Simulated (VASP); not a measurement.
# MoN2 (P4/mbm) in VASP: a series of runs

The runs below take MoN2 through single point, relaxation of volume and atoms at fixed shape, with PBE.

Everything below comes from runs of VASP 6.6.1. Logs are shortened: lines on timing, memory, paths and dates and some standing lists are left out, and cuts for length are marked.

## 1. The cell of the first run

Symmetry: P4/mbm, No. 127, tetragonal system. Conventional cell: a = 4.330 Å, b = 4.330 Å, c = 2.756 Å, α = 90.00°, β = 90.00°, γ = 90.00°. Mo (site symmetry 4/m) has 8 N at 2.23 Å and 2 Mo at 2.76 Å within 2.9 Å. N (site symmetry m2m) has 1 N at 1.37 Å within 1.8 Å.

## 2. Single point, PBE

INCAR reads:

```
SYSTEM = MoN2
ALGO = Normal
EDIFF = 1E-6
ENCUT = 520
GGA = PE
ISIF = 2
ISMEAR = 1
LASPH = .True.
LCHARG = .True.
LELF = .True.
LREAL = .False.
LVHAR = .True.
LWAVE = .False.
NBANDS = 33
NELM = 60
PREC = Accurate
SIGMA = 0.02
```

KPOINTS reads:

```
k-points
0
Gamma
  6 6 9
  0 0 0
```

POSCAR reads:

```
MoN2
1.0
    4.3297955808      0.0000000000      0.0000000000
    0.0000000000      4.3297955808      0.0000000000
    0.0000000000      0.0000000000      2.7558394707
Mo N
2 4
Direct
    0.5000000000      0.5000000000      0.0000000000
    0.0000000000      0.0000000000      0.0000000000
    0.8877872880      0.3877872880      0.5000000000
    0.1122127120      0.6122127120      0.5000000000
    0.3877872880      0.1122127120      0.5000000000
    0.6122127120      0.8877872880      0.5000000000
```

Potentials or basis: VASP PAW PBE potentials, release 64 (Mo_sv, N).

The run is started by

```bash
$ cat potpaw_PBE.64/Mo_sv/POTCAR potpaw_PBE.64/N/POTCAR > POTCAR
$ mpirun -np 1 vasp_std > vasp.out
```

OUTCAR:

```text
SYSTEM = MoN2
   EDIFF = 1E-6
   ENCUT = 520
   GGA = PE
   ISIF = 2
   ISMEAR = 1
   LASPH = .True.
   LREAL = .False.
   NELM = 60
   PREC = Accurate

 ion  position               nearest neighbor table
   1  0.500  0.500  0.000-   3 2.23   4 2.23   5 2.23   6 2.23   3 2.23   4 2.23   5 2.23   6 2.23
                             2 3.06   2 3.06   2 3.06   2 3.06
   2  0.000  0.000  0.000-   3 2.23   4 2.23   5 2.23   6 2.23   3 2.23   4 2.23   5 2.23   6 2.23
                             1 3.06   1 3.06   1 3.06   1 3.06
   3  0.888  0.388  0.500-   4 1.37   2 2.23   1 2.23   1 2.23   2 2.23
   4  0.112  0.612  0.500-   3 1.37   2 2.23   1 2.23   1 2.23   2 2.23
   5  0.388  0.112  0.500-   6 1.37   2 2.23   1 2.23   1 2.23   2 2.23
   6  0.612  0.888  0.500-   5 1.37   2 2.23   1 2.23   1 2.23   2 2.23

  LATTYP: Found a simple tetragonal cell.
 ALAT       =     4.3297955808
 C/A-ratio  =     0.6364825820

  Lattice vectors:

 A1 = (   4.3297955808,   0.0000000000,   0.0000000000)
 A2 = (   0.0000000000,   4.3297955808,   0.0000000000)
 A3 = (   0.0000000000,   0.0000000000,   2.7558394707)

Analysis of symmetry for initial positions (statically):
=====================================================================
 Subroutine PRICEL returns:
 Original cell was already a primitive cell.

 Routine SETGRP: Setting up the symmetry group for a
 simple tetragonal supercell.

 Subroutine GETGRP returns: Found 16 space group operations
 (whereof  8 operations were pure point group operations)
 out of a pool of 16 trial point group operations.

The static configuration has the point symmetry C_4h.
 The point group associated with its full space group is D_4h.

Analysis of symmetry for dynamics (positions and initial velocities):
=====================================================================
 Subroutine PRICEL returns:
 Original cell was already a primitive cell.

 Routine SETGRP: Setting up the symmetry group for a
 simple tetragonal supercell.

 Subroutine GETGRP returns: Found 16 space group operations
 (whereof  8 operations were pure point group operations)
 out of a pool of 16 trial point group operations.

The dynamic configuration has the point symmetry C_4h.
 The point group associated with its full space group is D_4h.

 Subroutine INISYM returns: Found 16 space group operations
 (whereof  8 operations are pure point group operations),
 and found     1 'primitive' translations

----------------------------------------------------------------------------------------

                                     Primitive cell

  volume of cell :      51.6641

  direct lattice vectors                    reciprocal lattice vectors
     4.329795581  0.000000000  0.000000000     0.230957786  0.000000000  0.000000000
     0.000000000  4.329795581  0.000000000     0.000000000  0.230957786  0.000000000
     0.000000000  0.000000000  2.755839471     0.000000000  0.000000000  0.362865838

  length of vectors
     4.329795581  4.329795581  2.755839471     0.230957786  0.230957786  0.362865838

  position of ions in fractional coordinates (direct lattice)
     0.500000000  0.500000000  0.000000000
     0.000000000  0.000000000  0.000000000
     0.887787288  0.387787288  0.500000000
     0.112212712  0.612212712  0.500000000
     0.387787288  0.112212712  0.500000000
     0.612212712  0.887787288  0.500000000

  ion indices of the primitive-cell ions
   primitive index   ion index
                 1           1
                 2           2
                 3           3
                 4           4
                 5           5
                 6           6

----------------------------------------------------------------------------------------

 KPOINTS: k-points

Automatic generation of k-mesh.
 Grid dimensions read from file:
 generate k-points for:    6    6    9

 Generating k-lattice:

  Cartesian coordinates                     Fractional coordinates (reciprocal lattice)
     0.038492964  0.000000000  0.000000000     0.166666667  0.000000000  0.000000000
     0.000000000  0.038492964  0.000000000     0.000000000  0.166666667  0.000000000
     0.000000000  0.000000000  0.040318426     0.000000000  0.000000000  0.111111111

  Length of vectors
     0.038492964  0.038492964  0.040318426

  Shift w.r.t. Gamma in fractional coordinates (k-lattice)
     0.000000000  0.000000000  0.000000000

 Subroutine IBZKPT returns following result:
 ===========================================

 Found     50 irreducible k-points:

 Following reciprocal coordinates:
            Coordinates               Weight
  0.000000  0.000000  0.000000      1.000000
  0.166667  0.000000  0.000000      4.000000
  0.333333  0.000000  0.000000      4.000000
  0.500000  0.000000  0.000000      2.000000
  0.166667  0.166667  0.000000      4.000000
  0.333333  0.166667  0.000000      8.000000
[... 16 lines left out ...]
  0.333333  0.000000  0.222222      8.000000
  0.500000  0.000000  0.222222      4.000000
 [... further k-points ...]
   k-points           NKPTS =     50   k-points in BZ     NKDIM =     50   number of bands    NBANDS=     33
   number of dos      NEDOS =    301   number of ions     NIONS =      6
   total plane-waves  NPLWV =  20480
   dimension x,y,z NGX =    32 NGY =   32 NGZ =   20
   dimension x,y,z NGXF=    64 NGYF=   64 NGZF=   40
   ions per type =               2   4
   NGX,Y,Z   is equivalent  to a cutoff of  12.29, 12.29, 12.06 a.u.
   NGXF,Y,Z  is equivalent  to a cutoff of  24.57, 24.57, 24.13 a.u.
 SYSTEM =  MoN2
   PREC   = accura    normal or accurate (medium, high low for compatibility)
   ISTART =      0    job   : 0-new  1-cont  2-samecut
   ICHARG =      2    charge: 1-file 2-atom 10-const
   ISPIN  =      1    spin polarized calculation?
   LNONCOLLINEAR =      F non collinear calculations
   LSORBIT =      F    spin-orbit coupling
   LASPH  =      T    aspherical Exc in radial PAW
   ENCUT  =  520.0 eV  38.22 Ry    6.18 a.u.   8.05  8.05  5.12*2*pi/ulx,y,z
   NELM   =     60;   NELMIN=  2; NELMDL= -5     # of ELM steps
   EDIFF  = 0.1E-05   stopping-criterion for ELM
   LREAL  =      F    real-space projection
   EDIFFG = 0.1E-04   stopping-criterion for IOM
   NSW    =      0    number of steps for IOM
   IBRION =     -1    ionic relax: 0-MD 1-quasi-New 2-CG
   NFREE  =      0    steps in history (QN), initial steepest desc. (CG)
   ISIF   =      2    stress and relaxation
   ISYM   =      2    0-nonsym 1-usesym 2-fastsym
   POTIM  = 0.5000    time-step for ionic-motion
   TEBEG  =    0.0;   TEEND  =   0.0 temperature during run
   PSTRESS=    0.0 pullay stress
   NELECT =      48.0000    total number of electrons
   NUPDOWN=      -1.0000    fix difference up-down
   EMIN   =  10.00;   EMAX   =-10.00  energy-range for DOS
   EFERMI =   0.00;   METHOD = LEGACY
   ISMEAR =     1;   SIGMA  =   0.02  broadening in eV -4-tet -1-fermi 0-gaus
   EFERMI_NEDOS =   21; number of points for ismear=-14 and -15
   IALGO  =     38    algorithm
   IMIX   =      4    mixing-type and parameters
     AMIX     =   0.40;   BMIX     =  1.00
     AMIX_MAG =   1.60;   BMIX_MAG =  1.00
  volume/ion in A,a.u.               =       8.61        58.11
  Fermi-wavevector in a.u.,A,eV,Ry     =   1.597444  3.018732 34.719724  2.551828
  Thomas-Fermi vector in A             =   2.695049
   LORBIT       =      0    0 simple, 1 ext, 2 COOP (PROOUT), +10 PAW based schemes
   GGA     = PE    functional components
   LHFCALC =     F    Hartree Fock is set to
   AEXX    =    0.0000 exact exchange contribution
   IVDW    =     0    specifies the selected vdW correction
   LEPSILON=     F    determine dielectric tensor
   LRPA    =     F    only Hartree local field effects (RPA)
 non-spin polarized calculation
 Methfessel and Paxton  Order N= 1 SIGMA  =   0.02
  energy-cutoff  :      520.00
  volume of cell :       51.66
 maximum number of plane-waves:      1424
   NGX = 17   NGY = 17   NGZ = 11

 number of electron      47.9999999 magnetization

 Free energy of the ion-electron system (eV)
  ---------------------------------------------------
  ext. energy  EPLUGINS =         0.00000000
  ---------------------------------------------------
  free energy    TOTEN  =       -54.72562825 eV

  energy without entropy =      -54.72529644  energy(sigma->0) =      -54.72551765

 E-fermi :  12.3332     XC(G=0): -13.7357

 val. band max:       12.3315626429   @ k =   0.3333   0.1667   0.3333
 cond. band min:      12.3357357710   @ k =   0.3333   0.3333   0.2222
 fundamental gap:      0.0041731281
 Fermi energy:        12.3332295857

 k-point     1 :       0.0000    0.0000    0.0000
  band No.  band energies     occupation
      1     -49.7991      2.00000
      2     -49.7368      2.00000
      3     -23.9846      2.00000
      4     -23.9846      2.00000
      5     -23.6381      2.00000
      6     -23.6381      2.00000
[... 25 lines left out ...]
     32      18.1150      0.00000
     33      19.7930      0.00000

 k-point     2 :       0.1667    0.0000    0.0000
  band No.  band energies     occupation
      1     -49.7948      2.00000
      2     -49.7408      2.00000
      3     -23.9669      2.00000
      4     -23.9619      2.00000
      5     -23.6673      2.00000
      6     -23.6619      2.00000
[... 25 lines left out ...]
     32      17.8009      0.00000
     33      19.3579      0.00000
[... 754 lines left out ...]
     32      17.5798      0.00000
     33      20.5137      0.00000

 k-point    24 :       0.5000    0.0000    0.2222
  band No.  band energies     occupation
      1     -49.7235      2.00000
      2     -49.7235      2.00000
      3     -23.9895      2.00000
      4     -23.9895      2.00000
      5     -23.7696      2.00000
      6     -23.7696      2.00000
[... 25 lines left out ...]
     32      17.1183      0.00000
     33      20.5370      0.00000

 [... further k-points ...]

------------------------ aborting loop because EDIFF is reached ----------------------------------------

  FORCE on cell =-STRESS in cart. coord.  units (eV):
  Direction    XX          YY          ZZ          XY          YZ          ZX
  --------------------------------------------------------------------------------------
  -------------------------------------------------------------------------------------
  Total        0.4082292      0.4082292     -0.2928504      0.0000000      0.0000000      0.0000000
  in kB       12.6597752     12.6597752     -9.0817123      0.0000000      0.0000000      0.0000000
  external PRESSURE =       5.4126127 kB  Pullay stress =       0.0000000 kB

 VOLUME and BASIS-vectors are now :
 -----------------------------------------------------------------------------
  energy-cutoff  :      520.00
  volume of cell :       51.66
      direct lattice vectors                 reciprocal lattice vectors
     4.329795581  0.000000000  0.000000000     0.230957786  0.000000000  0.000000000
     0.000000000  4.329795581  0.000000000     0.000000000  0.230957786  0.000000000
     0.000000000  0.000000000  2.755839471     0.000000000  0.000000000  0.362865838

 POSITION                                       TOTAL-FORCE (eV/Angst)
 -----------------------------------------------------------------------------------
      2.16490      2.16490      0.00000         0.000000      0.000000      0.000000
      0.00000      0.00000      0.00000         0.000000      0.000000      0.000000
      3.84394      1.67904      1.37792        -0.056956     -0.056956      0.000000
      0.48586      2.65076      1.37792         0.056956      0.056956      0.000000
      1.67904      0.48586      1.37792        -0.056956      0.056956     -0.000000
      2.65076      3.84394      1.37792         0.056956     -0.056956      0.000000
 -----------------------------------------------------------------------------------
    total drift:                               -0.000000     -0.000000     -0.000000

  FREE ENERGIE OF THE ION-ELECTRON SYSTEM (eV)
  ---------------------------------------------------
  free  energy   TOTEN  =       -54.7256282483 eV

  energy  without entropy=      -54.7252964433  energy(sigma->0) =      -54.72551765
```

Wall time 53 s (1 thread of Intel Xeon Platinum 8259CL at 2.50GHz (Skylake/Cascade Lake), shared host); peak memory 0.2 GiB.

Results:

```
Free energy            : -54.7256 eV
Pressure               : 0.5 GPa
Largest force          : 0.081 eV/Å
Band gap on the k mesh : zero (bands 24 and 25 overlap by 2.09 eV)
```

Forces on the atoms (eV/Å):
```
Mo   0.000  0.000  0.000
Mo   0.000  0.000  0.000
N   -0.057 -0.057  0.000
N    0.057  0.057  0.000
N   -0.057  0.057  0.000
N    0.057 -0.057  0.000
```

## 3. Relaxation of volume and atoms at fixed shape, PBE

This run uses another cell than the first one, of 8.72 Å³/atom.

INCAR reads:

```
SYSTEM = MoN2
  PREC = Accurate
  ENCUT = 600
  EDIFF = 1E-6
  ISMEAR = 1
  SIGMA = 0.02
  LREAL = .False.
  LASPH = .True.
  NELM = 100
  ALGO = Normal
  ISIF = 8
  LWAVE = .False.
  LCHARG = .False.
  GGA = PE
  IBRION = 2
  NSW = 50
  EDIFFG = -0.02
```

KPOINTS reads:

```
regular mesh
0
Gamma
  6 6 9
  0 0 0
```

POSCAR reads:

```
MoN2
1.0
    4.3480530000      0.0000000000      0.0000000000
    0.0000000000      4.3480530000      0.0000000000
    0.0000000000      0.0000000000      2.7674600000
Mo N
2 4
Direct
    0.5000000000      0.5000000000      0.0000000000
    0.0000000000      0.0000000000      0.0000000000
    0.8883530000      0.3883530000      0.5000000000
    0.1116470000      0.6116470000      0.5000000000
    0.3883530000      0.1116470000      0.5000000000
    0.6116470000      0.8883530000      0.5000000000
```

Potentials or basis: VASP PAW PBE potentials, release 64 (Mo_sv, N).

The run is started by

```bash
$ cat potpaw_PBE.64/Mo_sv/POTCAR potpaw_PBE.64/N/POTCAR > POTCAR
$ mpirun -np 1 vasp_std > vasp.out
```

Run time: 3.5 min. Hardware: 1 thread of Intel Xeon Platinum 8259CL at 2.50GHz (Skylake/Cascade Lake), shared host; peak memory 0.23 GiB.

It converged, with:

| Item | Value |
| --- | --- |
| Free energy | -54.7372 eV |
| Relaxed volume | 8.61 Å³/atom |
| Relaxed cell | a = 4.330 Å, b = 4.330 Å, c = 2.756 Å, α = 90.00°, β = 90.00°, γ = 90.00° |
| Space group after relaxing (to 0.1 Å) | P4/mbm (No. 127) |
| Energy gained by relaxing | 1.5 meV/atom |
| Ionic steps | 5 |
| Pressure after relaxing | 0.0 GPa |
| Band gap on the k mesh | zero (bands 24 and 25 overlap by 2.08 eV) |

Stress tensor (GPa, compression positive):
```
 0.62  0.00  0.00
 0.00  0.62  0.00
 0.00  0.00 -1.28
```

Step by step:
```csv
step,energy change (eV),largest force (eV/Å),pressure (GPa),volume (Å³)
1,0.0000,0.1699,-3.75,52.32
2,0.0074,0.0422,6.03,50.79
3,-0.0090,0.0851,0.27,51.66
4,-0.0086,0.1279,-0.45,51.71
5,-0.0093,0.0003,-0.01,51.68
```

Final structure:
```
Mo N
1.0
     4.33029    0.00000    0.00000
     0.00000    4.33029    0.00000
     0.00000    0.00000    2.75615
Mo N
2 4
Direct
  0.50000 0.50000 0.00000
  0.00000 0.00000 0.00000
  0.88754 0.38754 0.50000
  0.11246 0.61246 0.50000
  0.38754 0.11246 0.50000
  0.61246 0.88754 0.50000
```

Levels at points of the mesh, in eV from the Fermi level:
| k point | band 21 | band 22 | band 23 | band 24 | band 25 | band 26 | band 27 | band 28 |
| --- | --- | --- | --- | --- | --- | --- | --- | --- |
| (0.00, 0.00, 0.00) | -3.13 | -3.13 | -2.37 | -1.84 | 0.53 | 0.53 | 0.95 | 1.67 |
| (0.50, 0.00, 0.00) | -2.11 | -2.11 | -1.25 | -1.25 | -0.48 | -0.48 | 2.13 | 2.13 |
| (0.50, 0.50, 0.00) | -0.94 | -0.94 | 0.41 | 0.41 | 0.46 | 0.46 | 0.93 | 0.93 |
